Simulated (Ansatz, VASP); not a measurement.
One calculation of Al3BAs4, two programs

```
CELL_PARAMETERS angstrom
5.50862 0.00000 0.00000
0.00000 5.50862 0.00000
0.00000 0.00000 5.50862
ATOMIC_POSITIONS crystal
Al 0.50000 0.00000 0.50000
Al 0.50000 0.50000 0.00000
Al 0.00000 0.50000 0.50000
B 0.00000 0.00000 0.00000
As 0.22790 0.77210 0.77210
As 0.22790 0.22790 0.22790
As 0.77210 0.77210 0.22790
As 0.77210 0.22790 0.77210
```

Alike in both runs: task relaxation of cell and atoms; functional PBE; k mesh 8 × 8 × 8; occupations gaussian, width 0.02 eV; no spin polarisation.

|  | VASP | Ansatz |
| --- | --- | --- |
| version | VASP 6.6.1 | Ansatz 0.2.0 |
| potentials or method | VASP PAW PBE potentials, release 64 (Al, B, As), cutoff 600 eV | scalar-relativistic, plane waves, PAW |
| valence electrons in the cell | 32 | 72 |

```tsv
	VASP	Ansatz	Ansatz less VASP
gap on the k mesh at the Fermi level, each at its own relaxed structure (eV)	0.53	0.54	+0.007
relaxed volume (Å³/atom)	20.96	20.90	-0.053
relaxed cell length with the largest relative difference (Å)	5.514	5.509	-0.0047
```

VASP's potentials hold 32 valence electrons a cell and Ansatz's 72, so a difference there can come from the potentials and not from the codes.
